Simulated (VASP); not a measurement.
# BN (P6_3/mmc) in VASP: a series of runs, part 2 of 2

VASP 6.6.1. Earlier steps stand in the parts before.

**5. Single point, r2SCAN (strain +0.025 along x and y, +0.050 along z)**

POSCAR

```
BN
1.0
    2.5665914969      0.0000000000      0.0000000000
   -1.2832957485      2.2227334374      0.0000000000
    0.0000000000      0.0000000000      6.9942600000
B N
2 2
Direct
    0.3333333333      0.6666666667      0.2500000000
    0.6666666667      0.3333333333      0.7500000000
    0.3333333333      0.6666666667      0.7500000000
    0.6666666667      0.3333333333      0.2500000000
```

INCAR.step1

```
SYSTEM = BN
PREC = Accurate ; ENCUT = 520
ISMEAR = 0 ; SIGMA = 0.05
LREAL = .False. ; LASPH = .True.
NELM = 100 ; NBANDS = 16
GGA = PE ; ALGO = Normal
EDIFF = 1E-4 ; LWAVE = .True.
LCHARG = .False.
```

INCAR.step2

```
SYSTEM = BN
PREC = Accurate ; ENCUT = 520
EDIFF = 1E-6 ; ISMEAR = 0
SIGMA = 0.05 ; LREAL = .False.
LASPH = .True. ; NELM = 100
ALGO = Normal ; ISIF = 2
LWAVE = .False. ; LCHARG = .False.
METAGGA = R2SCAN ; LMIXTAU = .True.
NBANDS = 16 ; ISTART = 1
```

KPOINTS

```
Automatic mesh
0
Gamma
  12 12 4
  0 0 0
```

Potentials or basis: VASP PAW PBE potentials, release 64 (B, N).

Command:

```sh
> cat potpaw_PBE.64/B/POTCAR potpaw_PBE.64/N/POTCAR > POTCAR
> cp INCAR.step1 INCAR
> mpirun -np 1 vasp_std > vasp.out
> cp INCAR.step2 INCAR
> mpirun -np 1 vasp_std > vasp.out
```

OUTCAR:

```text
SYSTEM = BN
   PREC = Accurate
   ENCUT = 520
   EDIFF = 1E-6
   ISMEAR = 0
   LREAL = .False.
   LASPH = .True.
   NELM = 100
   ISIF = 2
   METAGGA = R2SCAN
   ISTART = 1

 ion  position               nearest neighbor table
   1  0.333  0.667  0.250-   4 1.48   4 1.48   4 1.48
   2  0.667  0.333  0.750-   3 1.48   3 1.48   3 1.48
   3  0.333  0.667  0.750-   2 1.48   2 1.48   2 1.48
   4  0.667  0.333  0.250-   1 1.48   1 1.48   1 1.48

  LATTYP: Found a hexagonal cell.
 ALAT       =     2.5665914969
 C/A-ratio  =     2.7251161739

  Lattice vectors:

 A1 = (   2.5665914969,   0.0000000000,   0.0000000000)
 A2 = (  -1.2832957485,   2.2227334374,   0.0000000000)
 A3 = (   0.0000000000,   0.0000000000,   6.9942600000)

Analysis of symmetry for initial positions (statically):
=====================================================================
 Subroutine PRICEL returns:
 Original cell was already a primitive cell.

 Routine SETGRP: Setting up the symmetry group for a
 hexagonal supercell.

 Subroutine GETGRP returns: Found 24 space group operations
 (whereof 12 operations were pure point group operations)
 out of a pool of 24 trial point group operations.

The static configuration has the point symmetry D_3d.
 The point group associated with its full space group is D_6h.

Analysis of symmetry for dynamics (positions and initial velocities):
=====================================================================
 Subroutine PRICEL returns:
 Original cell was already a primitive cell.

 Routine SETGRP: Setting up the symmetry group for a
 hexagonal supercell.

 Subroutine GETGRP returns: Found 24 space group operations
 (whereof 12 operations were pure point group operations)
 out of a pool of 24 trial point group operations.

The dynamic configuration has the point symmetry D_3d.
 The point group associated with its full space group is D_6h.

 Subroutine INISYM returns: Found 24 space group operations
 (whereof 12 operations are pure point group operations),
 and found     1 'primitive' translations
[... 116 lines left out ...]
   IALGO  =     38    algorithm
   IMIX   =      4    mixing-type and parameters
     AMIX     =   0.40;   BMIX     =  1.00
     AMIX_MAG =   1.60;   BMIX_MAG =  1.00
  volume/ion in A,a.u.               =       9.98        67.32
  Fermi-wavevector in a.u.,A,eV,Ry     =   1.207219  2.281314 19.828839  1.457379
  Thomas-Fermi vector in A             =   2.342864
   LORBIT       =      0    0 simple, 1 ext, 2 COOP (PROOUT), +10 PAW based schemes
   METAGGA = R2SCAN    functional components
   LHFCALC =     F    Hartree Fock is set to
   AEXX    =    0.0000 exact exchange contribution
   IVDW    =     0    specifies the selected vdW correction
   LEPSILON=     F    determine dielectric tensor
   LRPA    =     F    only Hartree local field effects (RPA)
 non-spin polarized calculation
 Gauss-broadening in eV      SIGMA  =   0.05
  energy-cutoff  :      520.00
  volume of cell :       39.90
 maximum number of plane-waves:      1092
 NGX is ok and might be reduce to    20
   NGX =  9   NGY =  9   NGZ = 27

 number of electron      16.0000002 magnetization

 Free energy of the ion-electron system (eV)
  ---------------------------------------------------
  ext. energy  EPLUGINS =         0.00000000
  ---------------------------------------------------
  free energy    TOTEN  =       -38.44496103 eV

  energy without entropy =      -38.44496103  energy(sigma->0) =      -38.44496103

 E-fermi :   1.5615     XC(G=0): -10.2291

 val. band max:        1.3083439044   @ k =   0.3333   0.3333   0.5000
 cond. band min:       6.1138611709   @ k =   0.5000   0.0000   0.0000
 fundamental gap:      4.8055172665
 Fermi energy:         1.5614882428

 k-point     1 :       0.0000    0.0000    0.0000
  band No.  band energies     occupation
      1     -16.9946      2.00000
      2     -16.7959      2.00000
      3      -4.4967      2.00000
      4      -2.7568      2.00000
      5      -0.1191      2.00000
      6      -0.1191      2.00000
[... 433 lines left out ...]
      3      -5.6936      2.00000
      4      -5.6545      2.00000
      5      -2.3024      2.00000
      6      -2.2711      2.00000
[... 8 lines left out ...]
     15      18.0546      0.00000
     16      19.9085      0.00000

 [... further k-points ...]
[... 5 lines left out ...]
  --------------------------------------------------------------------------------------
  -------------------------------------------------------------------------------------
  Total       -5.9399737     -5.9399737     -0.1395402      0.0000000      0.0000000      0.0000000
  in kB     -238.5114309   -238.5114309     -5.6030448      0.0000000      0.0000000      0.0000000
  external PRESSURE =    -160.8753022 kB  Pullay stress =       0.0000000 kB

 VOLUME and BASIS-vectors are now :
 -----------------------------------------------------------------------------
  energy-cutoff  :      520.00
  volume of cell :       39.90
      direct lattice vectors                 reciprocal lattice vectors
     2.566591497  0.000000000  0.000000000     0.389621800  0.224948251  0.000000000
    -1.283295749  2.222733437  0.000000000     0.000000000  0.449896503  0.000000000
     0.000000000  0.000000000  6.994260000     0.000000000  0.000000000  0.142974382

 POSITION                                       TOTAL-FORCE (eV/Angst)
 -----------------------------------------------------------------------------------
     -0.00000      1.48182      1.74856        -0.000000     -0.000000      0.000000
      1.28330      0.74091      5.24569         0.000000      0.000000      0.000000
     -0.00000      1.48182      5.24569        -0.000000      0.000000      0.000000
      1.28330      0.74091      1.74856         0.000000     -0.000000      0.000000
 -----------------------------------------------------------------------------------
    total drift:                               -0.000000      0.000000      0.000000

  FREE ENERGIE OF THE ION-ELECTRON SYSTEM (eV)
  ---------------------------------------------------
  free  energy   TOTEN  =       -38.4449610290 eV

  energy  without entropy=      -38.4449610290  energy(sigma->0) =      -38.44496103
```

OUTCAR.step1:

```text
SYSTEM = BN
   PREC = Accurate
   ENCUT = 520
   ISMEAR = 0
   LREAL = .False.
   LASPH = .True.
   NELM = 100
[... 687 lines left out ...]
      1.28330      0.74091      5.24569        -0.000000      0.000000      0.000000
     -0.00000      1.48182      5.24569        -0.000000      0.000000      0.000000
      1.28330      0.74091      1.74856        -0.000000     -0.000000      0.000000
 -----------------------------------------------------------------------------------
    total drift:                               -0.000000      0.000000      0.000000

  FREE ENERGIE OF THE ION-ELECTRON SYSTEM (eV)
  ---------------------------------------------------
  free  energy   TOTEN  =       -35.0786395022 eV

  energy  without entropy=      -35.0786395022  energy(sigma->0) =      -35.07863950
```

Run time: 2.9 min. Hardware: 1 thread of Intel Xeon 8259CL, shared host; peak memory 0.17 GiB.

What came out:

```yaml
Free_energy: -38.4450 eV
Pressure: -16.1 GPa
Band_gap_on_the_k_mesh: 4.81 eV (least direct gap 5.16 eV)
```

Levels at points of the mesh, in eV from the valence-band top:
```tsv
k point	band 5	band 6	band 7	band 8	band 9	band 10	band 11	band 12
(0.00, 0.00, 0.00)	-1.43	-1.43	-1.40	-1.40	5.29	10.18	11.53	11.70
(0.50, 0.00, 0.00)	-4.16	-4.11	-1.25	-0.46	4.81	5.95	9.48	9.88
(0.00, 0.00, 0.50)	-1.41	-1.41	-1.41	-1.41	7.42	7.42	11.75	11.75
(0.50, 0.00, 0.50)	-4.14	-4.14	-0.84	-0.84	5.20	5.20	9.82	9.82
```

Caveat: the cell differs from its parent crystal (strain +0.025 along x and y, +0.050 along z); the stress differs along the axes, from -24 to -1 GPa; the PAW data sets were made with another functional, which shifts forces and pressure a little. A k mesh can miss the band edges.

**6. Single point, r2SCAN (strain +0.050 along x and y, +0.025 along z)**

POSCAR

```
BN
1.0
    2.6291912895      0.0000000000      0.0000000000
   -1.3145956448      2.2769464481      0.0000000000
    0.0000000000      0.0000000000      6.8277300000
B N
2 2
Direct
    0.3333333333      0.6666666667      0.2500000000
    0.6666666667      0.3333333333      0.7500000000
    0.3333333333      0.6666666667      0.7500000000
    0.6666666667      0.3333333333      0.2500000000
```

INCAR.step1

```
ALGO = Normal ; EDIFF = 1E-4
ENCUT = 520 ; GGA = PE
ISMEAR = 0 ; LASPH = T
LCHARG = F ; LREAL = F
LWAVE = T ; NBANDS = 16
NELM = 60 ; PREC = Accurate
SIGMA = 0.05
```

INCAR.step2

```
ALGO = Normal ; EDIFF = 1E-7
ENCUT = 520 ; ISIF = 2
ISMEAR = 0 ; ISTART = 1
LASPH = T ; LCHARG = F
LMIXTAU = T ; LREAL = F
LWAVE = F ; METAGGA = R2SCAN
NBANDS = 16 ; NELM = 60
PREC = Accurate ; SIGMA = 0.05
```

KPOINTS

```
k-points
0
Gamma
  12 12 4
```

Potentials or basis: VASP PAW PBE potentials, release 64 (B, N).

Command:

```sh
> cat potpaw_PBE.64/B/POTCAR potpaw_PBE.64/N/POTCAR > POTCAR
> cp INCAR.step1 INCAR
> mpirun -np 1 vasp_std > vasp.out
> cp INCAR.step2 INCAR
> mpirun -np 1 vasp_std > vasp.out
```

It took 4.1 min on 1 thread of Intel Xeon 8259CL, shared host; peak memory 0.17 GiB.

It converged, with:

- Free energy: -38.0389 eV
- Pressure: -28.6 GPa
- Band gap on the k mesh: 4.63 eV (least direct gap 4.95 eV)

Stress tensor (GPa, compression positive):
```
-42.87   0.00   0.00
  0.00 -42.87   0.00
  0.00   0.00  -0.17
```

Levels at points of the mesh, in eV from the valence-band top:
| k point | band 6 | band 7 | band 8 | band 9 | band 10 | band 11 |
| --- | --- | --- | --- | --- | --- | --- |
| (0.00, 0.00, 0.00) | -1.49 | -1.46 | -1.46 | 5.35 | 10.18 | 10.44 |
| (0.50, 0.00, 0.00) | -3.99 | -1.27 | -0.35 | 4.63 | 5.86 | 8.81 |
| (0.00, 0.00, 0.50) | -1.48 | -1.48 | -1.48 | 7.47 | 7.47 | 11.16 |
| (0.50, 0.00, 0.50) | -4.02 | -0.79 | -0.79 | 5.03 | 5.03 | 9.08 |

Caveat: the cell differs from its parent crystal (strain +0.050 along x and y, +0.025 along z); the stress differs along the axes, from -43 to -0 GPa; the PAW data sets were made with another functional, which shifts forces and pressure a little. A k mesh can miss the band edges.

**7. Single point, r2SCAN (strain +0.050 along x and y, +0.050 along z)**

Changes to POSCAR since step 6:

```diff
@@ -4,3 +4,3 @@
    -1.3145956448      2.2769464481      0.0000000000
-    0.0000000000      0.0000000000      6.8277300000
+    0.0000000000      0.0000000000      6.9942600000
 B N
```

INCAR.step1

```
SYSTEM = BN
  PREC = Accurate
  ENCUT = 520
  ISMEAR = 0
  SIGMA = 0.05
  LREAL = .False.
  LASPH = .True.
  NELM = 100
  NBANDS = 16
  GGA = PE
  ALGO = Normal
  EDIFF = 1E-4
  LWAVE = .True.
  LCHARG = .False.
```

INCAR.step2

```
SYSTEM = BN
  PREC = Accurate
  ENCUT = 520
  EDIFF = 1E-6
  ISMEAR = 0
  SIGMA = 0.05
  LREAL = .False.
  LASPH = .True.
  NELM = 100
  ALGO = Normal
  ISIF = 2
  LWAVE = .False.
  LCHARG = .False.
  METAGGA = R2SCAN
  LMIXTAU = .True.
  NBANDS = 16
  ISTART = 1
```

KPOINTS

```
regular mesh
0
Gamma
  12 12 4
  0 0 0
```

Potentials or basis: VASP PAW PBE potentials, release 64 (B, N).

Command:

```sh
> cat potpaw_PBE.64/B/POTCAR potpaw_PBE.64/N/POTCAR > POTCAR
> cp INCAR.step1 INCAR
> mpirun -np 1 vasp_std > vasp.out
> cp INCAR.step2 INCAR
> mpirun -np 1 vasp_std > vasp.out
```

OUTCAR:

```text
SYSTEM = BN
   PREC = Accurate
   ENCUT = 520
   EDIFF = 1E-6
   ISMEAR = 0
   LREAL = .False.
   LASPH = .True.
   NELM = 100
   ISIF = 2
   METAGGA = R2SCAN
   ISTART = 1

 ion  position               nearest neighbor table
   1  0.333  0.667  0.250-   4 1.52   4 1.52   4 1.52
   2  0.667  0.333  0.750-   3 1.52   3 1.52   3 1.52
   3  0.333  0.667  0.750-   2 1.52   2 1.52   2 1.52
   4  0.667  0.333  0.250-   1 1.52   1 1.52   1 1.52

  LATTYP: Found a hexagonal cell.
 ALAT       =     2.6291912895
 C/A-ratio  =     2.6602324555

  Lattice vectors:

 A1 = (   2.6291912895,   0.0000000000,   0.0000000000)
 A2 = (  -1.3145956448,   2.2769464481,   0.0000000000)
 A3 = (   0.0000000000,   0.0000000000,   6.9942600000)

Analysis of symmetry for initial positions (statically):
=====================================================================
 Subroutine PRICEL returns:
 Original cell was already a primitive cell.

 Routine SETGRP: Setting up the symmetry group for a
 hexagonal supercell.

 Subroutine GETGRP returns: Found 24 space group operations
 (whereof 12 operations were pure point group operations)
 out of a pool of 24 trial point group operations.
[... 166 lines left out ...]
  free energy    TOTEN  =       -38.03785505 eV

  energy without entropy =      -38.03785505  energy(sigma->0) =      -38.03785505

 E-fermi :   1.3460     XC(G=0): -10.0760

 val. band max:        1.0320365083   @ k =   0.3333   0.3333   0.5000
 cond. band min:       5.6955764217   @ k =   0.5000   0.0000   0.0000
 fundamental gap:      4.6635399134
 Fermi energy:         1.3459812017

 k-point     1 :       0.0000    0.0000    0.0000
  band No.  band energies     occupation
      1     -16.8501      2.00000
      2     -16.6463      2.00000
      3      -4.4418      2.00000
      4      -2.6600      2.00000
      5      -0.4543      2.00000
      6      -0.4543      2.00000
[... 433 lines left out ...]
      3      -5.8094      2.00000
      4      -5.7667      2.00000
      5      -2.4911      2.00000
      6      -2.4557      2.00000
[... 8 lines left out ...]
     15      17.0312      0.00000
     16      18.5629      0.00000

 [... further k-points ...]
[... 5 lines left out ...]
  --------------------------------------------------------------------------------------
  -------------------------------------------------------------------------------------
  Total      -10.9498205    -10.9498205     -0.1520098      0.0000000     -0.0000000      0.0000000
  in kB     -418.9872524   -418.9872524     -5.8165491      0.0000000     -0.0000000      0.0000000
  external PRESSURE =    -281.2636846 kB  Pullay stress =       0.0000000 kB

 VOLUME and BASIS-vectors are now :
 -----------------------------------------------------------------------------
  energy-cutoff  :      520.00
  volume of cell :       41.87
      direct lattice vectors                 reciprocal lattice vectors
     2.629191290  0.000000000  0.000000000     0.380345091  0.219592341  0.000000000
    -1.314595645  2.276946448  0.000000000     0.000000000  0.439184681  0.000000000
     0.000000000  0.000000000  6.994260000     0.000000000  0.000000000  0.142974382

 POSITION                                       TOTAL-FORCE (eV/Angst)
 -----------------------------------------------------------------------------------
     -0.00000      1.51796      1.74856        -0.000000      0.000000      0.000000
      1.31460      0.75898      5.24569         0.000000      0.000000      0.000000
     -0.00000      1.51796      5.24569        -0.000000      0.000000      0.000000
      1.31460      0.75898      1.74856         0.000000     -0.000000      0.000000
 -----------------------------------------------------------------------------------
    total drift:                               -0.000000      0.000000      0.000000

  FREE ENERGIE OF THE ION-ELECTRON SYSTEM (eV)
  ---------------------------------------------------
  free  energy   TOTEN  =       -38.0378550526 eV

  energy  without entropy=      -38.0378550526  energy(sigma->0) =      -38.03785505
```

OSZICAR.step1:

```text
N       E                     dE             d eps       ncg     rms          rms(c)
DAV:   1     0.492924305295E+02    0.49292E+02   -0.77440E+03  1824   0.907E+02
DAV:   2    -0.337262421534E+02   -0.83019E+02   -0.75578E+02  2576   0.207E+02
DAV:   3    -0.374692699545E+02   -0.37430E+01   -0.37247E+01  2384   0.444E+01
DAV:   4    -0.374980040133E+02   -0.28734E-01   -0.28727E-01  2296   0.431E+00
DAV:   5    -0.374983137755E+02   -0.30976E-03   -0.30976E-03  2384   0.429E-01    0.101E+01
DAV:   6    -0.349269843988E+02    0.25713E+01   -0.49730E+00  2336   0.167E+01    0.438E+00
DAV:   7    -0.347853557903E+02    0.14163E+00   -0.38370E-01  2456   0.465E+00    0.289E+00
DAV:   8    -0.347290627812E+02    0.56293E-01   -0.21261E-01  2408   0.292E+00    0.500E-01
DAV:   9    -0.347234412225E+02    0.56216E-02   -0.14206E-02  2168   0.957E-01    0.158E-01
DAV:  10    -0.347244282882E+02   -0.98707E-03   -0.16118E-03  2112   0.291E-01    0.372E-02
DAV:  11    -0.347245535745E+02   -0.12529E-03   -0.11128E-04  2064   0.853E-02    0.209E-02
DAV:  12    -0.347245586550E+02   -0.50804E-05   -0.20973E-05  1528   0.361E-02
   1 F= -.34724559E+02 E0= -.34724559E+02  d E =-.109783E-12
```

Wall time 3.2 min (1 thread of Intel Xeon 8259CL, shared host); peak memory 0.17 GiB.

What came out:

* Free energy: -38.0379 eV
* Pressure: -28.1 GPa
* Band gap on the k mesh: 4.66 eV (least direct gap 4.95 eV)

Levels at points of the mesh, in eV from the valence-band top:
| k point | band 6 | band 7 | band 8 | band 9 | band 10 | band 11 |
| --- | --- | --- | --- | --- | --- | --- |
| (0.00, 0.00, 0.00) | -1.49 | -1.46 | -1.46 | 5.23 | 9.94 | 10.35 |
| (0.50, 0.00, 0.00) | -3.99 | -1.20 | -0.39 | 4.66 | 5.77 | 8.81 |
| (0.00, 0.00, 0.50) | -1.47 | -1.47 | -1.47 | 7.25 | 7.25 | 11.17 |
| (0.50, 0.00, 0.50) | -4.01 | -0.78 | -0.78 | 5.04 | 5.04 | 9.08 |

Caveat: the cell differs from its parent crystal (strain +0.050 along x and y, +0.050 along z); the stress differs along the axes, from -42 to -1 GPa; the PAW data sets were made with another functional, which shifts forces and pressure a little.

**8. The runs side by side**

| cell | gap on the mesh (eV) | pressure (GPa) |
| --- | --- | --- |
| a = 2.629, b = 2.629, c = 6.495 Å, angles 90.0, 90.0, 120.0°, 4 atoms | 4.54 | -29.6 |
| a = 2.567, b = 2.567, c = 6.828 Å, angles 90.0, 90.0, 120.0°, 4 atoms | 4.78 | -16.3 |
| a = 2.629, b = 2.629, c = 6.661 Å, angles 90.0, 90.0, 120.0°, 4 atoms | 4.58 | -29.1 |
| a = 2.567, b = 2.567, c = 6.994 Å, angles 90.0, 90.0, 120.0°, 4 atoms | 4.81 | -16.1 |
| a = 2.629, b = 2.629, c = 6.828 Å, angles 90.0, 90.0, 120.0°, 4 atoms | 4.63 | -28.6 |
| a = 2.629, b = 2.629, c = 6.994 Å, angles 90.0, 90.0, 120.0°, 4 atoms | 4.66 | -28.1 |

Alike in all rows: task single point; level r2SCAN; potentials or basis VASP PAW PBE potentials, release 64 (B, N); no spin polarisation; k mesh 12 × 12 × 4; cutoff (eV) 520; smearing gaussian 0.05 eV.

Caveats: the PAW data sets were made with another functional, which shifts forces and pressure a little; the stress differs along the axes, from -45 to 1 GPa (at least some runs); the stress differs along the axes, from -24 to -0 GPa (at least some runs); the stress differs along the axes, from -44 to 0 GPa (at least some runs); the stress differs along the axes, from -24 to -1 GPa (at least some runs); the stress differs along the axes, from -43 to -0 GPa (at least some runs); the stress differs along the axes, from -42 to -1 GPa (at least some runs).

Absolute energies hang on the potentials; compare differences alone.
